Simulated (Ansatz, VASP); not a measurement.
# One calculation of GaN, two programs

INCAR

```
SYSTEM = GaN
  ALGO = Normal
  EDIFF = 1E-6
  ENCUT = 1330
  GGA_COMPAT = .FALSE.
  ISIF = 2
  ISMEAR = 0
  LASPH = .TRUE.
  LCHARG = .FALSE.
  LREAL = .FALSE.
  LWAVE = .FALSE.
  NBANDS = 16
  NELM = 120
  PREC = Accurate
  SIGMA = 0.03
```

File KPOINTS:

```
k-points
0
G
  14 14 14
  0 0 0
```

The input POSCAR:

```
GaN
1.0
    0.0080071312      2.1352350000      2.1352350000
    2.1432421312      0.0000000000      2.1432421312
    2.1352350000      2.1352350000      0.0080071312
Ga N
1 1
Direct
    0.0000000000      0.0000000000      0.0000000000
    0.5000000000      0.5000000000      0.5000000000
```

Input for Ansatz:

```yaml
crystal:
  lattice:
    - [0.0080071312, 2.135235, 2.135235]
    - [2.1432421312, 0.0, 2.1432421312]
    - [2.135235, 2.135235, 0.0080071312]
  atoms:
    - { symbol: Ga, position: [0.0, 0.0, 0.0] }
    - { symbol: "N", position: [0.5, 0.5, 0.5] }
basis:
  ecutwfc: 420
kpoints:
  mp_grid: { grid: [14, 14, 14] }
hamiltonian:
  xc: lda
scf:
  occupations: { method: gaussian, width: 0.03 }
output:
  forces: true
  stress: true
  eigenvalues: true
```

Change from the starting cell: strain +0.0075 x Voigt [0, 0, 0, 0, 1, 0], atoms carried along.

Alike in both runs: task single point; functional LDA; k mesh 14 × 14 × 14; occupations gaussian, width 0.03 eV; no spin polarisation.

```csv
,VASP,Ansatz
version,VASP 6.6.1,Ansatz 0.2.0
potentials or method,"VASP PAW LDA potentials, release 64 (Ga_d, N_h), cutoff 1330 eV","scalar-relativistic, plane waves, PAW"
valence electrons in the cell,18,18
```

```tsv
	VASP	Ansatz	Ansatz less VASP
gap on the k mesh at the Fermi level (eV)	0.19	0.17	-0.021
least direct gap on the mesh (eV)	2.40	2.37	-0.030
pressure (GPa)	-12.7	-13.7	-0.96
traceless stress, the component that is largest in VASP (GPa)	-1.56	-1.57	-0.003
```

LDA's correlation is that of Perdew and Zunger in VASP and of Perdew and Wang (1992) in Ansatz.
